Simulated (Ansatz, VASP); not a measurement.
## Two plane-wave programs on TiC

File POSCAR:

```
TiC
1.0
   -0.1623000000      2.1640000000      2.1640000000
    2.1640000000     -0.1623000000      2.1640000000
    2.0017000000      2.0017000000      0.0000000000
Ti C
1 1
Direct
    0.0000000000      0.0000000000      0.0000000000
    0.5000000000      0.5000000000      0.5000000000
```

The input INCAR.step1:

```
PREC = Accurate ; ENCUT = 520
ISMEAR = 0 ; SIGMA = 0.15
LREAL = F ; LASPH = T
NELM = 60 ; NBANDS = 15
GGA = PE ; ALGO = Normal
EDIFF = 1E-4 ; LWAVE = T
LCHARG = F
```

File INCAR.step2:

```
PREC = Accurate ; ENCUT = 520
EDIFF = 1E-7 ; ISMEAR = 0
SIGMA = 0.15 ; LREAL = F
LASPH = T ; NELM = 60
ALGO = Normal ; ISIF = 2
LWAVE = F ; LCHARG = F
METAGGA = R2SCAN ; LMIXTAU = T
NBANDS = 15 ; ISTART = 1
```

File KPOINTS:

```
Automatic mesh
0
Gamma
  18 18 18
```

Input for Ansatz:

```yaml
crystal:
  lattice:
    - [-0.1623, 2.164, 2.164]
    - [2.164, -0.1623, 2.164]
    - [2.0017, 2.0017, 0.0]
  atoms:
    - { symbol: Ti, position: [0.0, 0.0, 0.0] }
    - { symbol: C, position: [0.5, 0.5, 0.5] }
basis:
  ecutwfc: 500
kpoints:
  mp_grid: { grid: [18, 18, 18] }
hamiltonian:
  xc: r2scan
scf:
  occupations: { method: gaussian, width: 0.15 }
output:
  forces: true
  stress: true
  eigenvalues: true
```

Change from the starting cell: strain -0.1500 x Voigt [0, 0, 0, 0, 0, 1], atoms carried along.

Alike in both runs: task single point; functional r2SCAN; k mesh 18 × 18 × 18; occupations gaussian, width 0.15 eV; no spin polarisation.

|  | VASP | Ansatz |
| --- | --- | --- |
| version | VASP 6.6.1 | Ansatz 0.2.0 |
| potentials or method | VASP PAW PBE potentials, release 64 (Ti_sv, C), cutoff 520 eV | scalar-relativistic, plane waves, PAW |
| valence electrons in the cell | 16 | 16 |

|  | VASP | Ansatz | Ansatz less VASP |
| --- | --- | --- | --- |
| gap on the k mesh at the Fermi level (eV) | none | none | - |
| pressure (GPa) | 2.6 | 1.6 | -0.96 |
| traceless stress, the component that is largest in VASP (GPa) | 27.46 | 27.39 | -0.064 |

VASP's potentials were made for PBE, not for r2SCAN. A gap of «none» marks a metal or a gap that the smearing closes. With one functional, cell and mesh, what is left measures potentials, basis and numerics.
